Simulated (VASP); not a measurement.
Set up this calculation in VASP 6.6.1, as the native input.

| Quantity | Value |
| --- | --- |
| Task | single point |
| Functional | PBE |
| Potentials or basis | VASP PAW PBE potentials, release 64 (Ba_sv) |
| Cutoff | 520 eV |
| k mesh | 14 × 14 × 1 |
| Occupations | gaussian, width 0.1 eV |
| Spin | no spin polarisation |
| Dipole correction | yes |
| Further INCAR settings | ALGO = Normal; EDIFF = 1e-06; NBANDS = 11 |

The structure of Ba lies in POSCAR:

```
Ba
1.0
    4.2040043784      0.0000000000      0.0000000000
    0.0000000000      4.2090162973      0.0000000000
    0.0000000000      0.0000000000     23.8000000000
Ba
1
Direct
    0.0000000000      0.0000000000      0.2941176471
```

One way to write it, as run:

INCAR

```
PREC = Accurate
ENCUT = 520
EDIFF = 1E-6
ISMEAR = 0
SIGMA = 0.1
LREAL = False
LASPH = True
NELM = 100
ALGO = Normal
ISIF = 2
LWAVE = False
LCHARG = False
LDIPOL = True
IDIPOL = 3
DIPOL = 0.5 0.5 0.294
GGA = PE
NBANDS = 11
```

KPOINTS

```
regular mesh
0
Gamma
  14 14 1
```

Potentials or basis: VASP PAW PBE potentials, release 64 (Ba_sv).

Launch:

```bash
$ cat potpaw_PBE.64/Ba_sv/POTCAR > POTCAR
$ mpirun -np 1 vasp_std > vasp.out
```

Results of the run:

The band gap on the k mesh is zero (band 5 reaches -1.49 eV, above the bottom of band 6 at -1.66 eV).

Caveat: spin-orbit coupling is left out, which moves the levels of the heavy elements.

Run time: 11 min on 1 thread of Intel(R) Xeon(R) Platinum 8375C CPU @ 2.90GHz (Ice Lake) (shared host), peak memory 0.63 GiB.
